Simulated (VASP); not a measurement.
# AgI (F-43m) in VASP: a series of runs

Runs on AgI. Level: r2SCAN. Tasks: single point.

All numbers are computed with VASP 6.6.1; they aren't measurements. Logs are shortened: lines on timing, memory, paths and dates and some standing lists are left out, and cuts for length are marked.

**1. The cell of the first run**

It takes space group F-43m (No. 216, cubic). Conventional cell: a = 6.363 Å, b = 6.363 Å, c = 6.363 Å, α = 90.00°, β = 90.00°, γ = 90.00°. Ag (site symmetry -43m) has 4 I at 2.76 Å within 3.6 Å. I (site symmetry -43m) has 4 Ag at 2.76 Å within 3.6 Å.

**2. Single point, r2SCAN**

Input file POSCAR:

```
AgI
1.0
    0.0000000000      3.1816334684      3.1816334684
    3.1816334684      0.0000000000      3.1816334684
    3.1816334684      3.1816334684      0.0000000000
Ag I
1 1
Direct
    0.0000000000      0.0000000000      0.0000000000
    0.2500000000      0.2500000000      0.2500000000
```

Input file INCAR.step1:

```
SYSTEM = AgI
PREC     = Accurate       ! precision mode
ENCUT    = 550            ! plane-wave cutoff, eV
ISMEAR   = 0              ! smearing method
SIGMA    = 0.01           ! smearing width, eV
LREAL    = .FALSE.        ! projectors in reciprocal space
LASPH    = .TRUE.         ! aspherical terms in the spheres
NELM     = 120            ! most SCF steps
NBANDS   = 16             ! bands
GGA      = PE             ! functional
ALGO     = Normal         ! electronic algorithm
EDIFF    = 1E-5           ! SCF threshold, eV
LWAVE    = .TRUE.         ! write WAVECAR
LCHARG   = .FALSE.        ! write CHGCAR
GGA_COMPAT= .FALSE.
```

Input file INCAR.step2:

```
SYSTEM = AgI
PREC     = Accurate       ! precision mode
ENCUT    = 550            ! plane-wave cutoff, eV
EDIFF    = 1E-6           ! SCF threshold, eV
ISMEAR   = 0              ! smearing method
SIGMA    = 0.01           ! smearing width, eV
LREAL    = .FALSE.        ! projectors in reciprocal space
LASPH    = .TRUE.         ! aspherical terms in the spheres
NELM     = 120            ! most SCF steps
ALGO     = Normal         ! electronic algorithm
ISIF     = 2              ! what is computed and relaxed
LWAVE    = .FALSE.        ! write WAVECAR
LCHARG   = .TRUE.         ! write CHGCAR
METAGGA  = R2SCAN         ! meta-GGA
LMIXTAU  = .TRUE.       
LELF     = .TRUE.         ! ELF
LVHAR    = .TRUE.       
NBANDS   = 16             ! bands
ISTART   = 1            
GGA_COMPAT= .FALSE.
```

Input file KPOINTS:

```
regular mesh
0
G
  5 5 5
  0 0 0
```

Potentials or basis: VASP PAW PBE potentials, release 64 (Ag, I).

Command:

```
$ cat potpaw_PBE.64/Ag/POTCAR potpaw_PBE.64/I/POTCAR > POTCAR
$ cp INCAR.step1 INCAR
$ mpirun -np 1 vasp_std > vasp.out
$ cp INCAR.step2 INCAR
$ mpirun -np 1 vasp_std > vasp.out
```

OUTCAR:

```text
SYSTEM = AgI
   PREC = Accurate
   ENCUT = 550
   EDIFF = 1E-6
   ISMEAR = 0
   LREAL = .FALSE.
   LASPH = .TRUE.
   NELM = 120
   ISIF = 2
   METAGGA = R2SCAN
   ISTART = 1

 ion  position               nearest neighbor table
   1  0.000  0.000  0.000-   2 2.76   2 2.76   2 2.76   2 2.76
   2  0.250  0.250  0.250-   1 2.76   1 2.76   1 2.76   1 2.76

  LATTYP: Found a face centered cubic cell.
 ALAT       =     6.3632669368

  Lattice vectors:

 A1 = (   0.0000000000,   3.1816334684,   3.1816334684)
 A2 = (   3.1816334684,   0.0000000000,   3.1816334684)
 A3 = (   3.1816334684,   3.1816334684,   0.0000000000)

Analysis of symmetry for initial positions (statically):
=====================================================================
 Subroutine PRICEL returns:
 Original cell was already a primitive cell.

 Routine SETGRP: Setting up the symmetry group for a
 face centered cubic supercell.

 Subroutine GETGRP returns: Found 24 space group operations
 (whereof 24 operations were pure point group operations)
 out of a pool of 48 trial point group operations.

The static configuration has the point symmetry T_d .

Analysis of symmetry for dynamics (positions and initial velocities):
=====================================================================
 Subroutine PRICEL returns:
 Original cell was already a primitive cell.

 Routine SETGRP: Setting up the symmetry group for a
 face centered cubic supercell.

 Subroutine GETGRP returns: Found 24 space group operations
 (whereof 24 operations were pure point group operations)
 out of a pool of 48 trial point group operations.

The dynamic configuration has the point symmetry T_d .

 Subroutine INISYM returns: Found 24 space group operations
 (whereof 24 operations are pure point group operations),
 and found     1 'primitive' translations

----------------------------------------------------------------------------------------

                                     Primitive cell

  volume of cell :      64.4140

  direct lattice vectors                    reciprocal lattice vectors
     0.000000000  3.181633468  3.181633468    -0.157151980  0.157151980  0.157151980
     3.181633468  0.000000000  3.181633468     0.157151980 -0.157151980  0.157151980
     3.181633468  3.181633468  0.000000000     0.157151980  0.157151980 -0.157151980

  length of vectors
     4.499509202  4.499509202  4.499509202     0.272195214  0.272195214  0.272195214

  position of ions in fractional coordinates (direct lattice)
     0.000000000  0.000000000  0.000000000
     0.250000000  0.250000000  0.250000000

  ion indices of the primitive-cell ions
   primitive index   ion index
                 1           1
                 2           2

----------------------------------------------------------------------------------------

 KPOINTS: regular mesh

Automatic generation of k-mesh.
 Grid dimensions read from file:
 generate k-points for:    5    5    5

 Generating k-lattice:

  Cartesian coordinates                     Fractional coordinates (reciprocal lattice)
    -0.031430396  0.031430396  0.031430396     0.200000000  0.000000000  0.000000000
     0.031430396 -0.031430396  0.031430396     0.000000000  0.200000000  0.000000000
     0.031430396  0.031430396 -0.031430396     0.000000000  0.000000000  0.200000000

  Length of vectors
     0.054439043  0.054439043  0.054439043

  Shift w.r.t. Gamma in fractional coordinates (k-lattice)
     0.000000000  0.000000000  0.000000000

 Subroutine IBZKPT returns following result:
 ===========================================

 Found     10 irreducible k-points:

 Following reciprocal coordinates:
            Coordinates               Weight
  0.000000  0.000000  0.000000      1.000000
  0.200000  0.000000  0.000000      8.000000
  0.400000  0.000000  0.000000      8.000000
  0.200000  0.200000  0.000000      6.000000
  0.400000  0.200000  0.000000     24.000000
 -0.400000  0.200000  0.000000     24.000000
 -0.200000  0.200000  0.000000     12.000000
  0.400000  0.400000  0.000000      6.000000
 -0.400000  0.400000  0.000000     12.000000
 -0.400000  0.400000  0.200000     24.000000
   k-points           NKPTS =     10   k-points in BZ     NKDIM =     10   number of bands    NBANDS=     16
   number of dos      NEDOS =    301   number of ions     NIONS =      2
   total plane-waves  NPLWV =  46656
   dimension x,y,z NGX =    36 NGY =   36 NGZ =   36
   dimension x,y,z NGXF=    72 NGYF=   72 NGZF=   72
   ions per type =               1   1
   NGX,Y,Z   is equivalent  to a cutoff of  13.30, 13.30, 13.30 a.u.
   NGXF,Y,Z  is equivalent  to a cutoff of  26.60, 26.60, 26.60 a.u.
 SYSTEM =  AgI
   PREC   = accura    normal or accurate (medium, high low for compatibility)
   ISTART =      1    job   : 0-new  1-cont  2-samecut
   ICHARG =      0    charge: 1-file 2-atom 10-const
   ISPIN  =      1    spin polarized calculation?
   LNONCOLLINEAR =      F non collinear calculations
   LSORBIT =      F    spin-orbit coupling
   LASPH  =      T    aspherical Exc in radial PAW
   ENCUT  =  550.0 eV  40.42 Ry    6.36 a.u.   8.60  8.60  8.60*2*pi/ulx,y,z
   NELM   =    120;   NELMIN=  2; NELMDL=  0     # of ELM steps
   EDIFF  = 0.1E-05   stopping-criterion for ELM
   LREAL  =      F    real-space projection
   EDIFFG = 0.1E-04   stopping-criterion for IOM
   NSW    =      0    number of steps for IOM
   IBRION =     -1    ionic relax: 0-MD 1-quasi-New 2-CG
   NFREE  =      0    steps in history (QN), initial steepest desc. (CG)
   ISIF   =      2    stress and relaxation
   ISYM   =      2    0-nonsym 1-usesym 2-fastsym
   POTIM  = 0.5000    time-step for ionic-motion
   TEBEG  =    0.0;   TEEND  =   0.0 temperature during run
   PSTRESS=    0.0 pullay stress
   NELECT =      18.0000    total number of electrons
   NUPDOWN=      -1.0000    fix difference up-down
   EMIN   =  10.00;   EMAX   =-10.00  energy-range for DOS
   EFERMI =   0.00;   METHOD = LEGACY
   ISMEAR =     0;   SIGMA  =   0.01  broadening in eV -4-tet -1-fermi 0-gaus
   EFERMI_NEDOS =   21; number of points for ismear=-14 and -15
   IALGO  =     38    algorithm
   IMIX   =      4    mixing-type and parameters
     AMIX     =   0.40;   BMIX     =  1.00
     AMIX_MAG =   1.60;   BMIX_MAG =  1.00
  volume/ion in A,a.u.               =      32.21       217.34
  Fermi-wavevector in a.u.,A,eV,Ry     =   1.070300  2.022574 15.586046  1.145542
  Thomas-Fermi vector in A             =   2.206006
   LORBIT       =      0    0 simple, 1 ext, 2 COOP (PROOUT), +10 PAW based schemes
   METAGGA = R2SCAN    functional components
   LHFCALC =     F    Hartree Fock is set to
   AEXX    =    0.0000 exact exchange contribution
   IVDW    =     0    specifies the selected vdW correction
   LEPSILON=     F    determine dielectric tensor
   LRPA    =     F    only Hartree local field effects (RPA)
 non-spin polarized calculation
 Gauss-broadening in eV      SIGMA  =   0.01
  energy-cutoff  :      550.00
  volume of cell :       64.41
 maximum number of plane-waves:      1917
 NGX is ok and might be reduce to    36
   NGX = 17   NGY = 17   NGZ = 17

 number of electron      18.0000001 magnetization

 Free energy of the ion-electron system (eV)
  ---------------------------------------------------
  ext. energy  EPLUGINS =         0.00000000
  ---------------------------------------------------
  free energy    TOTEN  =       -46.45469843 eV

  energy without entropy =      -46.45469843  energy(sigma->0) =      -46.45469843

 E-fermi :   3.6634     XC(G=0):  -9.2483

 val. band max:        3.6024732375   @ k =   0.0000   0.0000   0.0000
 cond. band min:       5.3958393929   @ k =   0.0000   0.0000   0.0000
 fundamental gap:      1.7933661554
 Fermi energy:         3.6633892949

 k-point     1 :       0.0000    0.0000    0.0000
  band No.  band energies     occupation
      1      -9.9849      2.00000
      2      -1.1427      2.00000
      3      -1.1427      2.00000
      4      -1.1427      2.00000
      5       0.2041      2.00000
      6       0.2041      2.00000
[... 8 lines left out ...]
     15      14.1815      0.00000
     16      14.1815      0.00000

 k-point     2 :       0.2000    0.0000    0.0000
  band No.  band energies     occupation
      1      -9.8661      2.00000
      2      -1.1900      2.00000
      3      -1.0698      2.00000
      4      -1.0698      2.00000
      5       0.1976      2.00000
      6       0.1976      2.00000
[... 8 lines left out ...]
     15      13.2466      0.00000
     16      13.5810      0.00000

 k-point     3 :       0.4000    0.0000    0.0000
  band No.  band energies     occupation
      1      -9.6618      2.00000
      2      -1.1200      2.00000
      3      -0.9605      2.00000
      4      -0.9605      2.00000
      5       0.2269      2.00000
      6       0.2269      2.00000
[... 8 lines left out ...]
     15      14.3457      0.00000
     16      14.3457      0.00000

 k-point     4 :       0.2000    0.2000    0.0000
  band No.  band energies     occupation
      1      -9.8266      2.00000
      2      -1.2813      2.00000
      3      -0.9976      2.00000
      4      -0.9976      2.00000
      5       0.1446      2.00000
      6       0.2393      2.00000
[... 8 lines left out ...]
     15      14.3701      0.00000
     16      15.5583      0.00000

 k-point     5 :       0.4000    0.2000    0.0000
  band No.  band energies     occupation
      1      -9.6492      2.00000
      2      -1.2623      2.00000
      3      -0.8630      2.00000
      4      -0.8577      2.00000
      5       0.1740      2.00000
      6       0.2610      2.00000
[... 8 lines left out ...]
     15      14.9560      0.00000
     16      15.3321      0.00000

 k-point     6 :      -0.4000    0.2000    0.0000
  band No.  band energies     occupation
      1      -9.5779      2.00000
      2      -1.0438      2.00000
      3      -0.8519      2.00000
      4      -0.8463      2.00000
      5       0.1771      2.00000
      6       0.2137      2.00000
[... 8 lines left out ...]
     15      14.1228      0.00000
     16      15.2046      0.00000

 k-point     7 :      -0.2000    0.2000    0.0000
  band No.  band energies     occupation
      1      -9.7172      2.00000
      2      -1.1585      2.00000
      3      -0.9844      2.00000
      4      -0.9797      2.00000
      5       0.1623      2.00000
      6       0.2435      2.00000
[... 8 lines left out ...]
     15      14.7065      0.00000
     16      15.5720      0.00000

 k-point     8 :       0.4000    0.4000    0.0000
  band No.  band energies     occupation
      1      -9.5548      2.00000
      2      -1.4426      2.00000
      3      -0.6483      2.00000
      4      -0.6483      2.00000
      5       0.2107      2.00000
      6       0.2969      2.00000
[... 8 lines left out ...]
     15      14.7832      0.00000
     16      17.2618      0.00000

 k-point     9 :      -0.4000    0.4000    0.0000
  band No.  band energies     occupation
      1      -9.5101      2.00000
      2      -1.2977      2.00000
      3      -0.6477      2.00000
      4      -0.5461      2.00000
      5       0.2598      2.00000
      6       0.3532      2.00000
[... 8 lines left out ...]
     15      14.9172      0.00000
     16      16.8417      0.00000

 k-point    10 :      -0.4000    0.4000    0.2000
  band No.  band energies     occupation
      1      -9.5368      2.00000
      2      -1.1399      2.00000
      3      -0.8363      2.00000
      4      -0.6167      2.00000
      5       0.1789      2.00000
      6       0.2769      2.00000
[... 8 lines left out ...]
     15      14.9998      0.00000
     16      16.6066      0.00000

------------------------ aborting loop because EDIFF is reached ----------------------------------------

  FORCE on cell =-STRESS in cart. coord.  units (eV):
  Direction    XX          YY          ZZ          XY          YZ          ZX
  --------------------------------------------------------------------------------------
  -------------------------------------------------------------------------------------
  Total        1.4603437      1.4603437      1.4603437     -0.0000000     -0.0000000     -0.0000000
  in kB       36.3232936     36.3232936     36.3232936     -0.0000000     -0.0000000     -0.0000000
  external PRESSURE =      36.3232936 kB  Pullay stress =       0.0000000 kB

 VOLUME and BASIS-vectors are now :
 -----------------------------------------------------------------------------
  energy-cutoff  :      550.00
  volume of cell :       64.41
      direct lattice vectors                 reciprocal lattice vectors
     0.000000000  3.181633468  3.181633468    -0.157151980  0.157151980  0.157151980
     3.181633468  0.000000000  3.181633468     0.157151980 -0.157151980  0.157151980
     3.181633468  3.181633468  0.000000000     0.157151980  0.157151980 -0.157151980

 POSITION                                       TOTAL-FORCE (eV/Angst)
 -----------------------------------------------------------------------------------
      0.00000      0.00000      0.00000         0.000000      0.000000      0.000000
      1.59082      1.59082      1.59082        -0.000000     -0.000000     -0.000000
 -----------------------------------------------------------------------------------
    total drift:                               -0.000000     -0.000000     -0.000000

  FREE ENERGIE OF THE ION-ELECTRON SYSTEM (eV)
  ---------------------------------------------------
  free  energy   TOTEN  =       -46.4546984325 eV

  energy  without entropy=      -46.4546984325  energy(sigma->0) =      -46.45469843
```

Wall time 77 s (1 thread of Intel Xeon 8259CL, shared host); peak memory 0.22 GiB.

Results:

| Item | Value |
| --- | --- |
| Free energy | -46.4547 eV |
| Pressure | 3.6 GPa |
| Band gap on the k mesh | 1.79 eV |

Caveat: the cell stands under pressure; the PAW data sets were made with another functional, which shifts forces and pressure a little; spin-orbit coupling is left out, which moves the levels of the heavy elements.

**3. Single point, r2SCAN**

This run uses another cell than the first one, of 33.22 Å³/atom.

Input file POSCAR:

```
AgI
1.0
    0.0000000000      3.2147778690      3.2147778690
    3.2147778690      0.0000000000      3.2147778690
    3.2147778690      3.2147778690      0.0000000000
Ag I
1 1
Direct
    0.0000000000      0.0000000000      0.0000000000
    0.2500000000      0.2500000000      0.2500000000
```

Input file INCAR.step1:

```
SYSTEM = AgI
  PREC = Accurate
  ENCUT = 550
  ISMEAR = 0
  SIGMA = 0.01
  LREAL = .False.
  LASPH = .True.
  NELM = 120
  NBANDS = 16
  GGA = PE
  ALGO = Normal
  EDIFF = 1E-5
  LWAVE = .True.
  LCHARG = .False.
  GGA_COMPAT = .False.
```

Input file INCAR.step2:

```
SYSTEM = AgI
  PREC = Accurate
  ENCUT = 550
  EDIFF = 1E-6
  ISMEAR = 0
  SIGMA = 0.01
  LREAL = .False.
  LASPH = .True.
  NELM = 120
  ALGO = Normal
  ISIF = 2
  LWAVE = .False.
  LCHARG = .True.
  METAGGA = R2SCAN
  LMIXTAU = .True.
  LELF = .True.
  LVHAR = .True.
  NBANDS = 16
  ISTART = 1
  GGA_COMPAT = .False.
```

Input file KPOINTS:

```
Automatic mesh
0
Gamma
  5 5 5
  0 0 0
```

Potentials or basis: VASP PAW PBE potentials, release 64 (Ag, I).

Command:

```
$ cat potpaw_PBE.64/Ag/POTCAR potpaw_PBE.64/I/POTCAR > POTCAR
$ cp INCAR.step1 INCAR
$ mpirun -np 1 vasp_std > vasp.out
$ cp INCAR.step2 INCAR
$ mpirun -np 1 vasp_std > vasp.out
```

Wall time 1.9 min (1 thread of Intel Xeon 8259CL, shared host); peak memory 0.22 GiB.

Results (log left out):

```yaml
Free_energy: -46.4925 eV
Pressure: 2.3 GPa
Band_gap_on_the_k_mesh: 1.79 eV
```

Levels at points of the mesh, in eV from the valence-band top:
| k point | band 5 | band 6 | band 7 | band 8 | band 9 | band 10 | band 11 | band 12 | band 13 | band 14 |
| --- | --- | --- | --- | --- | --- | --- | --- | --- | --- | --- |
| (0.00, 0.00, 0.00) | -3.24 | -3.24 | 0.00 | 0.00 | 0.00 | 1.79 | 6.17 | 6.17 | 6.17 | 9.41 |

Caveat: the PAW data sets were made with another functional, which shifts forces and pressure a little; spin-orbit coupling is left out, which moves the levels of the heavy elements.

(Part 1 of 2 ends here.)
